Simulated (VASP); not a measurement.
A run of VASP 6.6.1 is set up as follows.

Contents of INCAR:

```
  ALGO = Normal
  EDIFF = 1E-7
  EDIFFG = -0.01
  ENCUT = 600
  GGA = PE
  IBRION = 2
  ISIF = 3
  ISMEAR = 0
  LASPH = True
  LCHARG = False
  LREAL = False
  LWAVE = False
  NELM = 100
  NSW = 100
  PREC = Accurate
  SIGMA = 0.02
```

KPOINTS

```
k-points
0
Gamma
  8 6 6
```

File POSCAR:

```
LiBeF3
1.0
    2.7723047801      0.0000000000      0.0000000000
    0.0000000000      2.6187267821      4.0502344904
    0.0000000000     -2.6187267821      4.0502344904
Li Be F
1 1 3
Direct
    0.5000000000      0.6931261096      0.6931261096
    0.0000000000      0.0548644754      0.0548644754
    0.0000000000      0.9055986547      0.4014701605
    0.0000000000      0.4014701605      0.9055986547
    0.5000000000      0.9442675729      0.9442675729
```

Potentials or basis: VASP PAW PBE potentials, release 64 (Li_sv, Be, F).

Launch:

```sh
$ cat potpaw_PBE.64/Li_sv/POTCAR potpaw_PBE.64/Be/POTCAR potpaw_PBE.64/F/POTCAR > POTCAR
$ mpirun -np 1 vasp_std > vasp.out
```

Task: Estimate the band gap on the k mesh.

Result: 7.55 eV (least direct gap 7.59 eV).

Task: What does it give for the relaxed volume?

Result: 11.69 Å³/atom.

Final structure:
```xyz
5
Lattice="2.7659 0.0000 0.0000 0.0000 2.6112 4.0474 0.0000 -2.6112 4.0474" Properties=species:S:1:pos:R:3 pbc="T T T"
Li    1.3830    0.0000    5.6150
Be    0.0000    0.0000    0.4423
F     0.0000    1.3143    5.2918
F     0.0000   -1.3143    5.2918
F     1.3830    0.0000    7.6383
```

Caveat: the cutoff is under 1.25 times the usual one of these potentials, so pressure, stress and relaxed cells hold a basis-set (Pulay) error. A k mesh can miss the band edges.
